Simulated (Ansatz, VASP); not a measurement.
# Two plane-wave programs on MgCd3Se4

```
Mg Cd Se
1.0
    -2.93383    2.93383    5.86766
     2.93383   -2.93383    5.86766
     2.93383    2.93383   -5.86766
Mg Cd Se
1 3 4
Direct
  0.00000 0.00000 0.00000
  0.75000 0.25000 0.50000
  0.25000 0.75000 0.50000
  0.50000 0.50000 0.00000
  0.50000 0.00000 0.50000
  0.00000 0.50000 0.50000
  0.25000 0.25000 0.00000
  0.75000 0.75000 0.00000
```

Alike in both runs: task single point; functional PBE; k mesh 4 × 4 × 4; occupations gaussian, width 0.1 eV; no spin polarisation.

```csv
,VASP,Ansatz
version,VASP 6.6.1,Ansatz 0.2.0
potentials or method,"VASP PAW PBE potentials, release 64 (Mg, Cd, Se), cutoff 520 eV","scalar-relativistic, plane waves, PAW"
valence electrons in the cell,62,134
```

|  | VASP | Ansatz | Ansatz less VASP |
| --- | --- | --- | --- |
| gap on the k mesh at the Fermi level (eV) | none | none | - |
| pressure (GPa) | -4.3 | -4.5 | -0.15 |
| traceless stress, the component that is largest in VASP (GPa) | 0.08 | 0.08 | 0.000 |
| rms of the force components (eV/Å) | 0.058 | 0.053 | -0.0051 |

Atom by atom the forces differ by 0.005 eV/Å (rms over components). A gap of «none» marks a metal or a gap that the smearing closes. VASP's potentials hold 62 valence electrons a cell and Ansatz's 134, so a difference there can come from the potentials and not from the codes.

The k mesh is coarse, so the values compare programs but aren't converged.
